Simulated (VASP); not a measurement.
Set up this calculation in VASP 6.6.1, as the native input.

| Quantity | Value |
| --- | --- |
| Task | single point |
| Functional | PBE |
| Potentials or basis | VASP PAW PBE potentials, release 64 (Hf_pv, O) |
| Cutoff | 520 eV |
| k mesh | 8 × 8 × 8 |
| Occupations | gaussian, width 0.05 eV |
| Spin | no spin polarisation |
| Dipole correction | no |
| Further INCAR settings | ALGO = Normal; EDIFF = 1e-06; NBANDS = 18 |

The structure of HfO2 lies in POSCAR:

```
HfO2
1.0
   -0.1954471733      2.3852813472      2.3852813472
    2.3852813472     -0.1954471733      2.3852813472
    2.3852813472      2.3852813472     -0.1954471733
Hf O
1 2
Direct
    0.0000000000      0.0000000000      0.0000000000
    0.2500000000      0.2500000000      0.2500000000
    0.7500000000      0.7500000000      0.7500000000
```

One way to write it, as run:

INCAR

```
SYSTEM = HfO2
  PREC = Accurate
  ENCUT = 520
  EDIFF = 1E-6
  ISMEAR = 0
  SIGMA = 0.05
  LREAL = .FALSE.
  LASPH = .TRUE.
  NELM = 100
  ALGO = Normal
  ISIF = 2
  LWAVE = .FALSE.
  LCHARG = .FALSE.
  GGA = PE
  NBANDS = 18
```

KPOINTS

```
regular mesh
0
G
  8 8 8
  0 0 0
```

Potentials or basis: VASP PAW PBE potentials, release 64 (Hf_pv, O).

Run with:

```console
$ cat potpaw_PBE.64/Hf_pv/POTCAR potpaw_PBE.64/O/POTCAR > POTCAR
$ mpirun -np 1 vasp_std > vasp.out
```

Results of the run:

```json
{"Pressure": "26.4 GPa", "Largest force": "2.280 eV/Å", "Band gap on the k mesh": "4.14 eV, direct"}
```

Caveat: spin-orbit coupling is left out, which moves the levels of the heavy elements; forces of over 1 eV/Å act on the atoms, so gaps and moduli don't describe the material at rest.

It took 32 s on 1 thread of AMD EPYC 7R13 Processor (Zen 3), on a shared host, peak memory 0.15 GiB.
